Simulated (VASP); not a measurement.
Crystal: Au.

```xyz
2
Lattice="2.9000 0.0000 0.0000 -1.4500 2.5115 0.0000 0.0000 0.0000 4.8800" Properties=species:S:1:pos:R:3 pbc="T T T"
Au    1.4500    0.8372    1.2200
Au    0.0000    1.6743    3.6600
```

This isn't the form of Au at room conditions, which is fcc.

Program: VASP 6.6.1. Alike in all runs: task single point; potentials or basis VASP PAW PBE potentials, release 64 (Au); no spin polarisation; cell as given; cutoff (eV) 520; smearing fermi-dirac 0.05 eV.

Order these runs on this cell by their pressure, lowest first.
A. level B3LYP; k mesh 6 × 6 × 3; grid for exact exchange (PRECFOCK) Normal; share of exact exchange 0.2
B. level PBE0; k mesh 6 × 6 × 3; grid for exact exchange (PRECFOCK) Normal; share of exact exchange 0.25
C. level PBEsol; k mesh 8 × 8 × 4

C (-6.1 GPa), B (0.6 GPa), A (10.5 GPa).

Caveats: some runs use coarse meshes; the PAW data sets were made with another functional, which shifts forces and pressure a little; the cell stands under tension (at least some runs).
